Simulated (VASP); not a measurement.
# MgO (Fm-3m) in VASP: single point with PBEsol

Aim: the single point of MgO with PBEsol.

Program: VASP 6.6.1. These are calculated values, not measurements. Logs are shortened: lines on timing, memory, paths and dates and some standing lists are left out, and cuts for length are marked.

**Measured values to compare with.**

“Electronic structure of alkaline earth and post-transition metal oxides”, 2009, arxiv:0908.1581 quotes, for a bulk crystal of MgO: band gap 7.83 eV.

The results are compared with them further down.

**1. The cell of the first run**

The structure is cubic, space group Fm-3m (No. 225). Conventional cell: a = 4.215 Å, b = 4.215 Å, c = 4.215 Å, α = 90.00°, β = 90.00°, γ = 90.00°. Within 2.8 Å of Mg (site symmetry m-3m) lie 6 O at 2.11 Å. Within 2.8 Å of O (site symmetry m-3m) lie 6 Mg at 2.11 Å.

**2. Single point, PBEsol**

The input, INCAR:

```
  PREC = Accurate
  ENCUT = 520
  EDIFF = 1E-6
  ISMEAR = 0
  SIGMA = 0.02
  LREAL = F
  LASPH = T
  NELM = 100
  ALGO = Normal
  ISIF = 2
  LWAVE = F
  LCHARG = T
  GGA = PS
  LELF = T
  LVHAR = T
  NBANDS = 11
```

The input, KPOINTS:

```
Automatic mesh
0
Gamma
  10 10 10
```

The input, POSCAR:

```
MgO
1.0
    0.0000000000      2.1074707747      2.1074707747
    2.1074707747      0.0000000000      2.1074707747
    2.1074707747      2.1074707747      0.0000000000
Mg O
1 1
Direct
    0.0000000000      0.0000000000      0.0000000000
    0.5000000000      0.5000000000      0.5000000000
```

Potentials or basis: VASP PAW PBE potentials, release 64 (Mg, O).

Launch:

```console
$ cat potpaw_PBE.64/Mg/POTCAR potpaw_PBE.64/O/POTCAR > POTCAR
$ mpirun -np 1 vasp_std > vasp.out
```

OUTCAR:

```text
PREC = Accurate
   ENCUT = 520
   EDIFF = 1E-6
   ISMEAR = 0
   LREAL = F
   LASPH = T
   NELM = 100
   ISIF = 2
   GGA = PS

 ion  position               nearest neighbor table
   1  0.000  0.000  0.000-   2 2.11   2 2.11   2 2.11   2 2.11   2 2.11   2 2.11
   2  0.500  0.500  0.500-   1 2.11   1 2.11   1 2.11   1 2.11   1 2.11   1 2.11

  LATTYP: Found a face centered cubic cell.
 ALAT       =     4.2149415494

  Lattice vectors:

 A1 = (   0.0000000000,   2.1074707747,   2.1074707747)
 A2 = (   2.1074707747,   0.0000000000,   2.1074707747)
 A3 = (   2.1074707747,   2.1074707747,   0.0000000000)

Analysis of symmetry for initial positions (statically):
=====================================================================
 Subroutine PRICEL returns:
 Original cell was already a primitive cell.

 Routine SETGRP: Setting up the symmetry group for a
 face centered cubic supercell.

 Subroutine GETGRP returns: Found 48 space group operations
 (whereof 48 operations were pure point group operations)
 out of a pool of 48 trial point group operations.

The static configuration has the point symmetry O_h .

Analysis of symmetry for dynamics (positions and initial velocities):
=====================================================================
 Subroutine PRICEL returns:
 Original cell was already a primitive cell.

 Routine SETGRP: Setting up the symmetry group for a
 face centered cubic supercell.

 Subroutine GETGRP returns: Found 48 space group operations
 (whereof 48 operations were pure point group operations)
 out of a pool of 48 trial point group operations.

The dynamic configuration has the point symmetry O_h .

 Subroutine INISYM returns: Found 48 space group operations
 (whereof 48 operations are pure point group operations),
 and found     1 'primitive' translations

----------------------------------------------------------------------------------------

                                     Primitive cell

  volume of cell :      18.7204

  direct lattice vectors                    reciprocal lattice vectors
     0.000000000  2.107470775  2.107470775    -0.237251214  0.237251214  0.237251214
     2.107470775  0.000000000  2.107470775     0.237251214 -0.237251214  0.237251214
     2.107470775  2.107470775  0.000000000     0.237251214  0.237251214 -0.237251214

  length of vectors
     2.980413752  2.980413752  2.980413752     0.410931157  0.410931157  0.410931157

  position of ions in fractional coordinates (direct lattice)
     0.000000000  0.000000000  0.000000000
     0.500000000  0.500000000  0.500000000

  ion indices of the primitive-cell ions
   primitive index   ion index
                 1           1
                 2           2

----------------------------------------------------------------------------------------

 KPOINTS: Automatic mesh

Automatic generation of k-mesh.
 Grid dimensions read from file:
 generate k-points for:   10   10   10

 Generating k-lattice:

  Cartesian coordinates                     Fractional coordinates (reciprocal lattice)
    -0.023725121  0.023725121  0.023725121     0.100000000  0.000000000  0.000000000
     0.023725121 -0.023725121  0.023725121     0.000000000  0.100000000  0.000000000
     0.023725121  0.023725121 -0.023725121     0.000000000  0.000000000  0.100000000

  Length of vectors
     0.041093116  0.041093116  0.041093116

  Shift w.r.t. Gamma in fractional coordinates (k-lattice)
     0.000000000  0.000000000  0.000000000

 Subroutine IBZKPT returns following result:
 ===========================================

 Found     47 irreducible k-points:

 Following reciprocal coordinates:
            Coordinates               Weight
  0.000000  0.000000  0.000000      1.000000
  0.100000  0.000000  0.000000      8.000000
  0.200000  0.000000  0.000000      8.000000
  0.300000  0.000000  0.000000      8.000000
  0.400000  0.000000  0.000000      8.000000
  0.500000  0.000000  0.000000      4.000000
[... 16 lines left out ...]
  0.300000  0.300000  0.000000      6.000000
  0.400000  0.300000  0.000000     24.000000
 [... further k-points ...]
   k-points           NKPTS =     47   k-points in BZ     NKDIM =     47   number of bands    NBANDS=     11
   number of dos      NEDOS =    301   number of ions     NIONS =      2
   total plane-waves  NPLWV =  13824
   dimension x,y,z NGX =    24 NGY =   24 NGZ =   24
   dimension x,y,z NGXF=    48 NGYF=   48 NGZF=   48
   ions per type =               1   1
   NGX,Y,Z   is equivalent  to a cutoff of  13.39, 13.39, 13.39 a.u.
   NGXF,Y,Z  is equivalent  to a cutoff of  26.77, 26.77, 26.77 a.u.
 SYSTEM =  unknown system
   PREC   = accura    normal or accurate (medium, high low for compatibility)
   ISTART =      0    job   : 0-new  1-cont  2-samecut
   ICHARG =      2    charge: 1-file 2-atom 10-const
   ISPIN  =      1    spin polarized calculation?
   LNONCOLLINEAR =      F non collinear calculations
   LSORBIT =      F    spin-orbit coupling
   LASPH  =      T    aspherical Exc in radial PAW
   ENCUT  =  520.0 eV  38.22 Ry    6.18 a.u.   5.54  5.54  5.54*2*pi/ulx,y,z
   NELM   =    100;   NELMIN=  2; NELMDL= -5     # of ELM steps
   EDIFF  = 0.1E-05   stopping-criterion for ELM
   LREAL  =      F    real-space projection
   EDIFFG = 0.1E-04   stopping-criterion for IOM
   NSW    =      0    number of steps for IOM
   IBRION =     -1    ionic relax: 0-MD 1-quasi-New 2-CG
   NFREE  =      0    steps in history (QN), initial steepest desc. (CG)
   ISIF   =      2    stress and relaxation
   ISYM   =      2    0-nonsym 1-usesym 2-fastsym
   POTIM  = 0.5000    time-step for ionic-motion
   TEBEG  =    0.0;   TEEND  =   0.0 temperature during run
   PSTRESS=    0.0 pullay stress
   NELECT =       8.0000    total number of electrons
   NUPDOWN=      -1.0000    fix difference up-down
   EMIN   =  10.00;   EMAX   =-10.00  energy-range for DOS
   EFERMI =   0.00;   METHOD = LEGACY
   ISMEAR =     0;   SIGMA  =   0.02  broadening in eV -4-tet -1-fermi 0-gaus
   EFERMI_NEDOS =   21; number of points for ismear=-14 and -15
   IALGO  =     38    algorithm
   IMIX   =      4    mixing-type and parameters
     AMIX     =   0.40;   BMIX     =  1.00
     AMIX_MAG =   1.60;   BMIX_MAG =  1.00
  volume/ion in A,a.u.               =       9.36        63.17
  Fermi-wavevector in a.u.,A,eV,Ry     =   1.233105  2.330230 20.688299  1.520547
  Thomas-Fermi vector in A             =   2.367848
   LORBIT       =      0    0 simple, 1 ext, 2 COOP (PROOUT), +10 PAW based schemes
   GGA     = PS    functional components
   LHFCALC =     F    Hartree Fock is set to
   AEXX    =    0.0000 exact exchange contribution
   IVDW    =     0    specifies the selected vdW correction
   LEPSILON=     F    determine dielectric tensor
   LRPA    =     F    only Hartree local field effects (RPA)
 non-spin polarized calculation
 Gauss-broadening in eV      SIGMA  =   0.02
  energy-cutoff  :      520.00
  volume of cell :       18.72
 maximum number of plane-waves:       531
 NGX is ok and might be reduce to    24
   NGX = 11   NGY = 11   NGZ = 11

 number of electron       8.0000005 magnetization

 Free energy of the ion-electron system (eV)
  ---------------------------------------------------
  ext. energy  EPLUGINS =         0.00000000
  ---------------------------------------------------
  free energy    TOTEN  =       -12.51243540 eV

  energy without entropy =      -12.51243540  energy(sigma->0) =      -12.51243540

 E-fermi :   3.1422     XC(G=0): -11.3005

 val. band max:        3.0519612025   @ k =   0.0000   0.0000   0.0000
 cond. band min:       7.6664449459   @ k =   0.0000   0.0000   0.0000
 fundamental gap:      4.6144837434
 Fermi energy:         3.1421680268

 k-point     1 :       0.0000    0.0000    0.0000
  band No.  band energies     occupation
      1     -14.1433      2.00000
      2       3.0520      2.00000
      3       3.0520      2.00000
      4       3.0520      2.00000
      5       7.6664      0.00000
      6      18.6724      0.00000
      7      18.6724      0.00000
      8      18.6724      0.00000
      9      22.5096      0.00000
     10      24.3908      0.00000
     11      24.3908      0.00000

 k-point     2 :       0.1000    0.0000    0.0000
  band No.  band energies     occupation
      1     -14.0359      2.00000
      2       2.3887      2.00000
      3       2.9835      2.00000
      4       2.9835      2.00000
      5       8.3011      0.00000
      6      17.4116      0.00000
      7      18.9132      0.00000
      8      18.9132      0.00000
      9      23.6634      0.00000
     10      23.6634      0.00000
     11      24.1859      0.00000

 k-point     3 :       0.2000    0.0000    0.0000
  band No.  band energies     occupation
      1     -13.7402      2.00000
      2       1.0526      2.00000
      3       2.8102      2.00000
      4       2.8102      2.00000
      5       9.4943      0.00000
      6      15.9046      0.00000
      7      19.4017      0.00000
      8      19.4017      0.00000
      9      22.9677      0.00000
     10      22.9677      0.00000
     11      25.1405      0.00000

 k-point     4 :       0.3000    0.0000    0.0000
  band No.  band energies     occupation
      1     -13.3405      2.00000
      2      -0.2818      2.00000
      3       2.6067      2.00000
      4       2.6067      2.00000
      5      10.4093      0.00000
      6      15.2413      0.00000
      7      19.5280      0.00000
      8      19.5280      0.00000
      9      23.4000      0.00000
     10      23.4000      0.00000
     11      24.5431      0.00000
[... 239 lines left out ...]
 k-point    22 :      -0.2000    0.2000    0.0000
  band No.  band energies     occupation
      1     -13.2217      2.00000
      2      -0.0821      2.00000
      3       1.6949      2.00000
      4       2.6033      2.00000
      5      11.3803      0.00000
      6      14.7781      0.00000
      7      18.0232      0.00000
      8      20.6969      0.00000
      9      21.3473      0.00000
     10      24.2383      0.00000
     11      27.7113      0.00000

 k-point    23 :       0.3000    0.3000    0.0000
  band No.  band energies     occupation
      1     -13.1344      2.00000
      2      -0.1391      2.00000
      3       2.1036      2.00000
      4       2.1036      2.00000
      5      11.7976      0.00000
      6      13.2841      0.00000
      7      17.3370      0.00000
      8      20.8244      0.00000
      9      20.8244      0.00000
     10      27.0523      0.00000
     11      30.3021      0.00000

 k-point    24 :       0.4000    0.3000    0.0000
  band No.  band energies     occupation
      1     -12.8816      2.00000
      2      -0.5686      2.00000
      3       1.7318      2.00000
      4       1.9549      2.00000
      5      12.4993      0.00000
      6      13.0500      0.00000
      7      16.5098      0.00000
      8      21.0701      0.00000
      9      21.2742      0.00000
     10      27.7894      0.00000
     11      29.9039      0.00000

 [... further k-points ...]

------------------------ aborting loop because EDIFF is reached ----------------------------------------

  FORCE on cell =-STRESS in cart. coord.  units (eV):
  Direction    XX          YY          ZZ          XY          YZ          ZX
  --------------------------------------------------------------------------------------
  -------------------------------------------------------------------------------------
  Total       -0.0708399     -0.0708399     -0.0708399     -0.0000000      0.0000000     -0.0000000
  in kB       -6.0628094     -6.0628094     -6.0628094     -0.0000000      0.0000000     -0.0000000
  external PRESSURE =      -6.0628094 kB  Pullay stress =       0.0000000 kB

 VOLUME and BASIS-vectors are now :
 -----------------------------------------------------------------------------
  energy-cutoff  :      520.00
  volume of cell :       18.72
      direct lattice vectors                 reciprocal lattice vectors
     0.000000000  2.107470775  2.107470775    -0.237251214  0.237251214  0.237251214
     2.107470775  0.000000000  2.107470775     0.237251214 -0.237251214  0.237251214
     2.107470775  2.107470775  0.000000000     0.237251214  0.237251214 -0.237251214

 POSITION                                       TOTAL-FORCE (eV/Angst)
 -----------------------------------------------------------------------------------
      0.00000      0.00000      0.00000         0.000000      0.000000      0.000000
      2.10747      2.10747      2.10747         0.000000      0.000000      0.000000
 -----------------------------------------------------------------------------------
    total drift:                               -0.000000     -0.000000      0.000000

  FREE ENERGIE OF THE ION-ELECTRON SYSTEM (eV)
  ---------------------------------------------------
  free  energy   TOTEN  =       -12.5124353973 eV

  energy  without entropy=      -12.5124353973  energy(sigma->0) =      -12.51243540
```

It took 16 s on 1 thread of Intel Xeon Platinum 8259CL at 2.50GHz (Skylake/Cascade Lake), shared host; peak memory 0.14 GiB.

Results:

```yaml
Free_energy: -12.5124 eV
Pressure: -0.6 GPa
Band_gap_on_the_k_mesh: 4.61 eV
```

Levels at points of the mesh, in eV from the valence-band top:
| k point | band 1 | band 2 | band 3 | band 4 | band 5 | band 6 | band 7 | band 8 | band 9 |
| --- | --- | --- | --- | --- | --- | --- | --- | --- | --- |
| (0.00, 0.00, 0.00) | -17.20 | 0.00 | 0.00 | 0.00 | 4.61 | 15.62 | 15.62 | 15.62 | 19.46 |
| (0.50, 0.00, 0.00) | -15.89 | -4.67 | -0.66 | -0.66 | 7.73 | 12.48 | 16.16 | 16.16 | 20.73 |
| (0.50, 0.50, 0.00) | -15.62 | -4.14 | -1.36 | -1.36 | 8.92 | 9.85 | 12.95 | 18.81 | 18.81 |

Caveat: the PAW data sets were made with another functional, which shifts forces and pressure a little.

**3. Against experiment**

Step 2. Measured gap of MgO: 7.83 eV (quoted in “Electronic structure of alkaline earth and post-transition metal oxides”, 2009, arxiv:0908.1581). This calculation gives 4.61 eV (-3.22 eV). The value is that of PBEsol, without temperature or zero-point motion. Semilocal functionals fall short of measured gaps as a rule.
